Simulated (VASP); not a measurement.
Write the native input for VASP 6.6.1 that does the following.

```yaml
Task: single point
Functional: LDA
Potentials_or_basis: VASP PAW LDA potentials, release 64 (Zr_sv, B)
Cutoff: 520 eV
k_mesh: 13 × 13 × 10
Occupations: fermi-dirac, width 0.05 eV
Spin: no spin polarisation
Dipole_correction: no
Further_INCAR_settings: ALGO = Normal; EDIFF = 1e-06; NBANDS = 16
```

The structure of ZrB2 lies in POSCAR:

```
ZrB2
1.0
    3.1675246616      0.0000000000      0.0000000000
   -1.5837623308      2.7431568240      0.0000000000
    0.0000000000      0.0000000000      3.5523880600
Zr B
1 2
Direct
    0.0000000000      0.0000000000      0.0000000000
    0.3333333333      0.6666666667      0.5000000000
    0.6666666667      0.3333333333      0.5000000000
```

One way to write it, as run:

INCAR

```
PREC = Accurate
ENCUT = 520
EDIFF = 1E-6
ISMEAR = -1
SIGMA = 0.05
LREAL = F
LASPH = T
NELM = 60
ALGO = Normal
ISIF = 2
LWAVE = F
LCHARG = F
NBANDS = 16
```

KPOINTS

```
regular mesh
0
Gamma
  13 13 10
```

Potentials or basis: VASP PAW LDA potentials, release 64 (Zr_sv, B).

Run with:

```sh
$ cat potpaw_LDA.64/Zr_sv/POTCAR potpaw_LDA.64/B/POTCAR > POTCAR
$ mpirun -np 1 vasp_std > vasp.out
```

Results of the run:

* Pressure: -9.2 GPa
* Band gap on the k mesh: zero (band 9 reaches 10.94 eV, above the bottom of band 10 at 10.10 eV)

It took 25 s on 1 thread of Intel(R) Xeon(R) Platinum 8488C (Sapphire Rapids), on a shared host, peak memory 0.18 GiB.
